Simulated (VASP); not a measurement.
# Sn4Se3S in VASP: a series of runs, part 2 of 2

VASP 6.6.1. Earlier steps stand in the parts before.

### 3 Single point, PBE

INCAR reads:

```
ALGO = Normal
EDIFF = 1E-6
ENCUT = 520
GGA = PE
ISIF = 2
ISMEAR = 0
LASPH = True
LCHARG = False
LREAL = False
LWAVE = False
NBANDS = 50
NELM = 100
PREC = Accurate
SIGMA = 0.2
```

KPOINTS reads:

```
k-points
0
Gamma
  4 4 4
```

POSCAR reads:

```
Sn4Se3S
1.0
    6.0809483306     -0.0715616362      0.0445568282
   -0.0721173923      6.0813000198     -0.0459520146
   -2.9582857844     -3.0521969383      6.1119664124
Sn Se S
4 3 1
Direct
   -0.0177392054      0.5134855916      0.0144591164
    0.2303533956      0.2524173917      0.4826401113
    0.5008720260      0.0321876153      0.0144140648
    0.7269381763      0.7459302497      0.4728265645
    0.2506818956      0.7350845338      0.4799874281
    0.7447625353      0.2293326355      0.4800370710
    0.0213713648      0.0021570651      0.0235362369
    0.5427598118      0.4894049174      1.0320994070
```

Potentials or basis: VASP PAW PBE potentials, release 64 (Sn_d, Se, S).

Run with:

```console
$ cat potpaw_PBE.64/Sn_d/POTCAR potpaw_PBE.64/Se/POTCAR potpaw_PBE.64/S/POTCAR > POTCAR
$ mpirun -np 1 vasp_std > vasp.out
```

OUTCAR:

```text
EDIFF = 1E-6
   ENCUT = 520
   GGA = PE
   ISIF = 2
   ISMEAR = 0
   LASPH = True
   LREAL = False
   NELM = 100
   PREC = Accurate

 ion  position               nearest neighbor table
   1  0.982  0.513  0.014-   8 2.73   5 2.86   7 2.95   7 3.15   6 3.27
   2  0.230  0.252  0.483-   7 2.81   5 2.94   6 2.95   6 3.14   5 3.14
   3  0.501  0.032  0.014-   8 2.73   6 2.86   7 2.95   7 3.15   5 3.27
   4  0.727  0.746  0.473-   8 2.71   6 2.92   5 2.92   5 3.17   6 3.17
   5  0.251  0.735  0.480-   1 2.86   4 2.92   2 2.94   2 3.14   4 3.17   3 3.27
   6  0.745  0.229  0.480-   3 2.86   4 2.92   2 2.95   2 3.14   4 3.17   1 3.27
   7  0.021  0.002  0.024-   2 2.81   3 2.95   1 2.95   1 3.15   3 3.15
   8  0.543  0.489  0.032-   4 2.71   1 2.73   3 2.73

  LATTYP: Found a triclinic cell.
 ALAT       =     6.0815326175
 B/A-ratio  =     1.3974128794
 C/A-ratio  =     1.2211829749
 COS(alpha) =     0.0002143161
 COS(beta)  =     0.4068195941
 COS(gamma) =     0.6986630654

  Lattice vectors:

 A1 = (  -6.0809483306,   0.0715616362,  -0.0445568282)
 A2 = (  -6.0088309383,  -6.0097383836,   0.0013951864)
 A3 = (  -3.0304031767,   3.0291030815,   6.0660143978)

Analysis of symmetry for initial positions (statically):
=====================================================================
 Subroutine PRICEL returns:
 Original cell was already a primitive cell.

 Routine SETGRP: Setting up the symmetry group for a
 triclinic supercell.

 Subroutine GETGRP returns: Found  1 space group operations
 (whereof  1 operations were pure point group operations)
 out of a pool of  2 trial point group operations.

The static configuration has the point symmetry C_1 .

Analysis of symmetry for dynamics (positions and initial velocities):
=====================================================================
 Subroutine PRICEL returns:
 Original cell was already a primitive cell.

 Routine SETGRP: Setting up the symmetry group for a
[... 137 lines left out ...]
     AMIX     =   0.40;   BMIX     =  1.00
     AMIX_MAG =   1.60;   BMIX_MAG =  1.00
  volume/ion in A,a.u.               =      28.24       190.59
  Fermi-wavevector in a.u.,A,eV,Ry     =   1.158177  2.188637 18.250501  1.341374
  Thomas-Fermi vector in A             =   2.294782
   LORBIT       =      0    0 simple, 1 ext, 2 COOP (PROOUT), +10 PAW based schemes
   GGA     = PE    functional components
   LHFCALC =     F    Hartree Fock is set to
   AEXX    =    0.0000 exact exchange contribution
   IVDW    =     0    specifies the selected vdW correction
   LEPSILON=     F    determine dielectric tensor
   LRPA    =     F    only Hartree local field effects (RPA)
 non-spin polarized calculation
 Gauss-broadening in eV      SIGMA  =   0.20
  energy-cutoff  :      520.00
  volume of cell :      225.94
 maximum number of plane-waves:      6110
 NGX is ok and might be reduce to    48
   NGX = 23   NGY = 23   NGZ = 27

 number of electron      80.0000003 magnetization

 Free energy of the ion-electron system (eV)
  ---------------------------------------------------
  ext. energy  EPLUGINS =         0.00000000
  ---------------------------------------------------
  free energy    TOTEN  =       -33.38259868 eV

  energy without entropy =      -33.38237599  energy(sigma->0) =      -33.38248734

 E-fermi :   5.3974     XC(G=0):  -9.3208

 val. band max:        5.0316004983   @ k =   0.5000   0.5000   0.0000
 cond. band min:       5.7842462767   @ k =   0.5000   0.5000   0.0000
 fundamental gap:      0.7526457785
 Fermi energy:         5.3974355044

 k-point     1 :       0.0000    0.0000    0.0000
  band No.  band energies     occupation
      1     -16.4480      2.00000
      2     -16.4396      2.00000
      3     -16.4319      2.00000
      4     -16.4303      2.00000
      5     -16.4266      2.00000
      6     -16.4213      2.00000
[... 1261 lines left out ...]
     49       8.5492      0.00000
     50       9.3170      0.00000

 [... further k-points ...]
[... 5 lines left out ...]
  --------------------------------------------------------------------------------------
  -------------------------------------------------------------------------------------
  Total       -0.0019508     -0.0097398      0.0382717      0.0203603     -0.0456379      0.0571570
  in kB       -0.0138336     -0.0690671      0.2713931      0.1443793     -0.3236285      0.4053126
  external PRESSURE =       0.0628308 kB  Pullay stress =       0.0000000 kB

 VOLUME and BASIS-vectors are now :
 -----------------------------------------------------------------------------
  energy-cutoff  :      520.00
  volume of cell :      225.94
      direct lattice vectors                 reciprocal lattice vectors
     6.080948331 -0.071561636  0.044556828     0.163887503  0.002552549  0.080598766
    -0.072117392  6.081300020 -0.045952015     0.001333932  0.165082153  0.083084454
    -2.958285784 -3.052196938  6.111966412    -0.001184727  0.001222540  0.163650551

 POSITION                                       TOTAL-FORCE (eV/Angst)
 -----------------------------------------------------------------------------------
      5.89327      3.00824      0.10854         0.004675     -0.015059     -0.001334
     -0.04522      0.04543      2.94854        -0.007683      0.006590      0.019181
      3.00081      0.11590      0.10894         0.015960     -0.004640      0.000806
      2.96792      3.04104      2.88801        -0.001965      0.002628      0.007670
      0.05143      2.98731      2.91106         0.010267     -0.009576      0.006555
      3.09224     -0.12382      2.95662         0.012124     -0.009344      0.004194
      0.06018     -0.06025      0.14471        -0.016974      0.015134     -0.014632
      3.17024      2.83940      0.19789        -0.016404      0.014268     -0.022441
 -----------------------------------------------------------------------------------
    total drift:                               -0.000055     -0.000753     -0.000092

  FREE ENERGIE OF THE ION-ELECTRON SYSTEM (eV)
  ---------------------------------------------------
  free  energy   TOTEN  =       -33.3825986832 eV

  energy  without entropy=      -33.3823759910  energy(sigma->0) =      -33.38248734
```

It took 6.5 min on 1 thread of AMD EPYC 7R13 (Zen 3), shared host; peak memory 0.52 GiB.

Results:

| Quantity | Value |
| --- | --- |
| Free energy | -33.3826 eV |
| Pressure | 0.0 GPa |
| Largest force | 0.031 eV/Å |
| Band gap on the k mesh | 0.75 eV |

Forces on the atoms (eV/Å):
```
Sn   0.005 -0.015 -0.001
Sn  -0.008  0.007  0.019
Sn   0.016 -0.005  0.001
Sn  -0.002  0.003  0.008
Se   0.010 -0.010  0.007
Se   0.012 -0.009  0.004
Se  -0.017  0.015 -0.015
S   -0.016  0.014 -0.022
```

Caveat: spin-orbit coupling is left out, which moves the levels of the heavy elements. A k mesh can miss the band edges.

### 4 Single point, PBE

This run uses another cell than the first one, of 27.85 Å³/atom.

INCAR reads:

```
SYSTEM = Sn4Se3S
PREC = Accurate
ENCUT = 520
EDIFF = 1E-6
ISMEAR = 0
SIGMA = 0.02
LREAL = .FALSE.
LASPH = .TRUE.
NELM = 100
ALGO = Normal
ISIF = 2
LWAVE = .FALSE.
LCHARG = .FALSE.
GGA = PE
NBANDS = 50
```

KPOINTS reads:

```
regular mesh
0
G
  6 6 6
  0 0 0
```

POSCAR reads:

```
Sn4Se3S
1.0
    4.3282701625     -4.2435585697     -0.0015034399
    4.3282701625      4.2435585697     -0.0015034399
   -4.2014167650      0.0000000000      6.0665404956
Sn Se S
4 3 1
Direct
    0.0210618209      0.5008531046      0.9928991981
    0.7652618800      0.7652618800      0.5123482665
    0.5008531046      0.0210618209      0.9928991981
    0.2689998438      0.2689998438      0.5244065838
    0.7449878876      0.2503833020      0.5083842572
    0.2503833020      0.7449878876      0.5083842572
    0.9857893690      0.9857893690      0.9836738469
    0.4627972486      0.4627972486      0.9770089836
```

Run with:

```console
$ cat potpaw_PBE.64/Sn_d/POTCAR potpaw_PBE.64/Se/POTCAR potpaw_PBE.64/S/POTCAR > POTCAR
$ mpirun -np 1 vasp_std > vasp.out
```

It took 17 min on 1 thread of Oxide Virtual Turin-like, shared host; peak memory 0.73 GiB.

It converged, with:

```
Free energy            : -33.4091 eV
Pressure               : 0.0 GPa
Largest force          : 0.011 eV/Å
Band gap on the k mesh : 0.43 eV (least direct gap 0.45 eV)
```

Forces in eV/Å, atoms in the order of the input:
```
Sn  -0.004 -0.001  0.003
Sn  -0.003  0.000 -0.005
Sn  -0.004  0.001  0.003
Sn  -0.006  0.000 -0.007
Se   0.004 -0.003 -0.004
Se   0.004  0.003 -0.004
Se   0.001  0.000  0.004
S    0.007  0.000  0.009
```

Levels at points of the mesh, in eV from the valence-band top:
```csv
k point,band 38,band 39,band 40,band 41,band 42,band 43
"(0.00, 0.00, 0.00)",-2.15,-1.15,-0.77,1.50,1.74,2.80
"(0.50, 0.00, 0.00)",-1.08,-1.00,-0.75,1.24,1.33,1.60
"(0.50, 0.50, 0.00)",-0.60,-0.25,-0.17,0.57,0.76,0.98
"(0.00, 0.00, 0.50)",-2.73,-1.96,-1.27,1.52,2.57,2.97
"(0.50, 0.00, 0.50)",-1.14,-0.90,-0.78,1.25,1.41,1.54
"(0.50, 0.50, 0.50)",-0.49,-0.23,0.00,0.45,0.51,1.06
```

Caveat: spin-orbit coupling is left out, which moves the levels of the heavy elements.

### 5 Overview

| cell | k mesh | smearing | gap on the mesh (eV) | pressure (GPa) | largest force (eV/Å) |
| --- | --- | --- | --- | --- | --- |
| a = 6.082, b = 6.082, c = 7.427 Å, angles 114.0, 114.0, 88.6°, 8 atoms, atomic positions A | 4 × 4 × 4 | gaussian 0.1 eV | 0.75 | 0.0 | 0.03 |
| a = 6.082, b = 6.082, c = 7.445 Å, angles 114.3, 112.7, 91.4°, 8 atoms, atomic positions B | 4 × 4 × 4 | gaussian 0.2 eV | 0.75 | 0.0 | 0.03 |
| a = 6.061, b = 6.061, c = 7.379 Å, angles 114.0, 114.0, 88.9°, 8 atoms, atomic positions C | 6 × 6 × 6 | gaussian 0.02 eV | 0.43 | 0.0 | 0.01 |

Alike in all rows: task single point; level PBE; potentials or basis VASP PAW PBE potentials, release 64 (Sn_d, Se, S); no spin polarisation; cutoff (eV) 520.

Caveats: spin-orbit coupling is left out, which moves the levels of the heavy elements.

Total energies depend on the potentials used, so only differences within one code and one set of settings carry meaning.
